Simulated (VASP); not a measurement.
Here is a VASP 6.6.1 calculation.

Contents of INCAR:

```
PREC     = Accurate       # precision mode
ENCUT    = 600            # plane-wave cutoff, eV
EDIFF    = 1E-6           # SCF threshold, eV
ISMEAR   = -1             # smearing method
SIGMA    = 0.05           # smearing width, eV
LREAL    = False          # projectors in reciprocal space
LASPH    = True           # aspherical terms in the spheres
NELM     = 60             # most SCF steps
ALGO     = Normal         # electronic algorithm
ISIF     = 3              # what is computed and relaxed
LWAVE    = False          # write WAVECAR
LCHARG   = False          # write CHGCAR
GGA      = PE             # functional
IBRION   = 2              # ionic algorithm
NSW      = 32             # ionic steps
EDIFFG   = -0.005         # ionic threshold
PSTRESS  = 62.0
```

File KPOINTS:

```
Automatic mesh
0
Gamma
  14 14 8
```

POSCAR

```
In
1.0
    3.2252742375      0.0000000000      0.0000000000
   -1.6126371188      2.7931694239      0.0000000000
    0.0000000000      0.0000000000      5.4055839029
In
2
Direct
    0.3333333333      0.6666666667      0.2500000000
    0.6666666667      0.3333333333      0.7500000000
```

Potentials or basis: VASP PAW PBE potentials, release 64 (In_d).

Command:

```console
$ cat potpaw_PBE.64/In_d/POTCAR > POTCAR
$ mpirun -np 1 vasp_std > vasp.out
```

(1) Estimate the band gap on the k mesh.

Results:

(1) zero (bands 13 and 14 overlap by 6.64 eV).

Caveat: the relaxation stopped at its first step, so nothing moved; the cell is relaxed towards a set pressure, so the run minimises the enthalpy, not the energy; spin-orbit coupling is left out, which moves the levels of the heavy elements.
